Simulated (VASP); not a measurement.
The system is Mg3ZnS4.

```
CELL_PARAMETERS angstrom
3.55455 -0.05745 0.00684
-0.05745 3.68991 0.02718
0.01933 0.07683 10.45111
ATOMIC_POSITIONS crystal
Mg 0.99825 0.02907 0.75346
Mg 0.99907 0.99871 0.24797
Mg 0.50607 0.52605 0.50340
Zn 0.48869 0.47583 0.01140
S 0.00062 0.99025 0.99577
S 0.52517 0.49552 0.24476
S 0.00047 0.97688 0.49901
S 0.48166 0.50769 0.74423
```

- Program: VASP 6.6.1
- Task: relaxation of cell and atoms
- Functional: PBE
- Potentials or basis: VASP PAW PBE potentials, release 64 (Mg, Zn, S)
- Cutoff: 600 eV
- k mesh: 4 × 4 × 2
- Occupations: gaussian, width 0.1 eV
- Spin: no spin polarisation

At the start: pressure 3.2 GPa; volume 17.13 Å³/atom.

Q: How do energy, volume and symmetry change on relaxing?

A: Over 14 steps the energy falls by 35.3 meV/atom and the volume is 17.61 Å³/atom (+2.8 %); space group P1 (No. 1, to 0.1 Å) before, Pm (No. 6, to 0.1 Å).

The path:
| step | energy change (eV) | largest force (eV/Å) | pressure (GPa) | volume (Å³) |
| --- | --- | --- | --- | --- |
| 1 | 0.0000 | 0.9610 | 3.19 | 137.03 |
| 2 | -0.1925 | 0.3556 | -1.30 | 143.85 |
| 3 | -0.1938 | 0.3194 | -1.65 | 144.50 |
| 4 | -0.2425 | 0.2432 | -0.43 | 141.84 |
| 5 | -0.2516 | 0.2054 | 0.40 | 140.20 |
| 6 | -0.2631 | 0.1602 | 0.13 | 140.56 |
| 7 | -0.2706 | 0.1869 | -0.28 | 141.25 |
| 8 | -0.2757 | 0.1336 | 0.17 | 140.46 |
| 9 | -0.2763 | 0.1165 | 0.33 | 140.15 |
| 10 | -0.2801 | 0.0616 | -0.10 | 140.96 |
| 11 | -0.2803 | 0.0596 | -0.22 | 141.19 |
| 12 | -0.2817 | 0.0436 | 0.07 | 140.69 |
| 13 | -0.2817 | 0.0446 | 0.09 | 140.66 |
| 14 | -0.2822 | 0.0241 | -0.03 | 140.87 |

Final structure:
```
Mg Zn S
1.0
     3.69055    0.00699   -0.00020
     0.00708    3.68913   -0.00071
    -0.00081   -0.00212   10.34707
Mg Zn S
3 1 4
Direct
  0.99836 0.00602 0.75262
  0.00401 0.99938 0.24706
  0.50140 0.50335 0.50006
  0.48718 0.47436 0.99952
  0.00320 0.00630 0.99993
  0.50501 0.50168 0.24644
  0.00143 0.00223 0.50039
  0.49941 0.50667 0.75398
```

Caveat: the k points lie up to 0.43 Å⁻¹ apart in the final cell.
